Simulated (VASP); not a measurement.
# Sr (Fm-3m) in VASP: notebook, part 2 of 2

VASP 6.6.1. The steps go on from the part before.

## (3) Single point, PBE

Contents of INCAR:

```
SYSTEM = Sr
ALGO = Normal
EDIFF = 1E-6
ENCUT = 520
GGA = PE
ISIF = 2
ISMEAR = 0
LASPH = .True.
LCHARG = .False.
LREAL = .False.
LWAVE = .False.
NBANDS = 11
NELM = 60
PREC = Accurate
SIGMA = 0.15
```

Contents of KPOINTS:

```
k-points
0
Gamma
  16 16 16
  0 0 0
```

Contents of POSCAR:

```
Sr
1.0
    0.0000000000      3.0423500000      3.0423500000
    3.0423500000      0.0000000000      3.0423500000
    3.0423500000      3.0423500000      0.0000000000
Sr
1
Direct
    0.0000000000      0.0000000000      0.0000000000
```

Potentials or basis: VASP PAW PBE potentials, release 64 (Sr_sv).

Run with:

```bash
$ cat potpaw_PBE.64/Sr_sv/POTCAR > POTCAR
$ mpirun -np 1 vasp_std > vasp.out
```

OUTCAR:

```text
SYSTEM = Sr
   EDIFF = 1E-6
   ENCUT = 520
   GGA = PE
   ISIF = 2
   ISMEAR = 0
   LASPH = .True.
   LREAL = .False.
   NELM = 60
   PREC = Accurate

 ion  position               nearest neighbor table
   1  0.000  0.000  0.000-

  LATTYP: Found a face centered cubic cell.
 ALAT       =     6.0847000000

  Lattice vectors:

 A1 = (   0.0000000000,   3.0423500000,   3.0423500000)
 A2 = (   3.0423500000,   0.0000000000,   3.0423500000)
 A3 = (   3.0423500000,   3.0423500000,   0.0000000000)

Analysis of symmetry for initial positions (statically):
[... 33 lines left out ...]
                                     Primitive cell

  volume of cell :      56.3193

  direct lattice vectors                    reciprocal lattice vectors
     0.000000000  3.042350000  3.042350000    -0.164346640  0.164346640  0.164346640
     3.042350000  0.000000000  3.042350000     0.164346640 -0.164346640  0.164346640
     3.042350000  3.042350000  0.000000000     0.164346640  0.164346640 -0.164346640

  length of vectors
     4.302532631  4.302532631  4.302532631     0.284656730  0.284656730  0.284656730

  position of ions in fractional coordinates (direct lattice)
     0.000000000  0.000000000  0.000000000
[... 123 lines left out ...]

 E-fermi :   1.4981     XC(G=0):  -7.2788

 val. band max:        1.4899140660   @ k =  -0.3125   0.3750   0.1250
 cond. band min:       1.5076692716   @ k =  -0.3750   0.3125   0.0625
 fundamental gap:      0.0177552056
 Fermi energy:         1.4980987982

 k-point     1 :       0.0000    0.0000    0.0000
  band No.  band energies     occupation
      1     -35.1647      2.00000
      2     -17.0561      2.00000
      3     -17.0561      2.00000
      4     -17.0561      2.00000
      5      -2.1059      2.00000
      6       3.8198      0.00000
      7       3.8198      0.00000
      8       3.8198      0.00000
      9       5.2482      0.00000
     10       5.2482      0.00000
     11       8.5340      0.00000
[... 309 lines left out ...]
 k-point    24 :      -0.0625    0.0625    0.0000
  band No.  band energies     occupation
      1     -35.1634      2.00000
      2     -17.0729      2.00000
      3     -17.0612      2.00000
      4     -17.0574      2.00000
      5      -1.9424      2.00000
      6       3.5777      0.00000
      7       3.8806      0.00000
      8       3.9052      0.00000
      9       5.0622      0.00000
     10       5.2348      0.00000
     11       8.9508      0.00000

 [... further k-points ...]
[... 5 lines left out ...]
  --------------------------------------------------------------------------------------
  -------------------------------------------------------------------------------------
  Total       -0.0991167     -0.0991167     -0.0991167      0.0000000     -0.0000000      0.0000000
  in kB       -2.8196793     -2.8196793     -2.8196793      0.0000000     -0.0000000      0.0000000
  external PRESSURE =      -2.8196793 kB  Pullay stress =       0.0000000 kB

 VOLUME and BASIS-vectors are now :
 -----------------------------------------------------------------------------
  energy-cutoff  :      520.00
  volume of cell :       56.32
      direct lattice vectors                 reciprocal lattice vectors
     0.000000000  3.042350000  3.042350000    -0.164346640  0.164346640  0.164346640
     3.042350000  0.000000000  3.042350000     0.164346640 -0.164346640  0.164346640
     3.042350000  3.042350000  0.000000000     0.164346640  0.164346640 -0.164346640

 POSITION                                       TOTAL-FORCE (eV/Angst)
 -----------------------------------------------------------------------------------
      0.00000      0.00000      0.00000         0.000000      0.000000      0.000000
 -----------------------------------------------------------------------------------
    total drift:                                0.000000      0.000000      0.000000

  FREE ENERGIE OF THE ION-ELECTRON SYSTEM (eV)
  ---------------------------------------------------
  free  energy   TOTEN  =        -1.6440231615 eV

  energy  without entropy=       -1.6283300933  energy(sigma->0) =       -1.63617663
```

OSZICAR:

```text
N       E                     dE             d eps       ncg     rms          rms(c)
DAV:   1     0.357708675390E+02    0.35771E+02   -0.47767E+03  3198   0.781E+02
DAV:   2     0.753452713869E-01   -0.35696E+02   -0.35095E+02  3727   0.151E+02
DAV:   3    -0.155178778103E+01   -0.16271E+01   -0.16062E+01  4777   0.238E+01
DAV:   4    -0.163969134681E+01   -0.87904E-01   -0.87683E-01  4133   0.486E+00
DAV:   5    -0.164145673471E+01   -0.17654E-02   -0.17651E-02  4542   0.555E-01    0.111E+01
DAV:   6    -0.164300883738E+01   -0.15521E-02   -0.67112E-03  3764   0.930E-01    0.625E+00
DAV:   7    -0.164400762579E+01   -0.99879E-03   -0.11663E-02  3508   0.122E+00    0.288E-01
DAV:   8    -0.164399133636E+01    0.16289E-04   -0.13470E-03  4823   0.219E-01    0.672E-02
DAV:   9    -0.164401266877E+01   -0.21332E-04   -0.25221E-05  3921   0.375E-02    0.276E-02
DAV:  10    -0.164402369800E+01   -0.11029E-04   -0.52370E-06  3728   0.191E-02    0.465E-03
DAV:  11    -0.164402316151E+01    0.53648E-06   -0.29550E-07  2259   0.454E-03
   1 F= -.16440232E+01 E0= -.16361766E+01  d E =-.156931E-01
```

Run time: 59 s. Hardware: 1 thread of Intel Xeon Platinum 8488C (Sapphire Rapids), shared host; peak memory 0.23 GiB.

What came out:

```
Free energy            : -1.6440 eV
Pressure               : -0.3 GPa
Band gap on the k mesh : zero (band 5 reaches 1.58 eV, above the bottom of band 6 at 1.51 eV)
```

Levels at points of the mesh, in eV from the Fermi level:
```
           k point  band 1  band 2  band 3  band 4  band 5  band 6  band 7  band 8  band 9  band 10
(0.00, 0.00, 0.00)  -36.66  -18.55  -18.55  -18.55   -3.60    2.32    2.32    2.32    3.75     3.75
(0.50, 0.00, 0.00)  -36.65  -18.73  -18.58  -18.58   -1.10    0.04    2.17    2.17    4.76     4.76
(0.50, 0.50, 0.00)  -36.65  -18.72  -18.62  -18.62   -0.61    0.37    1.01    4.77    5.06     5.06
```
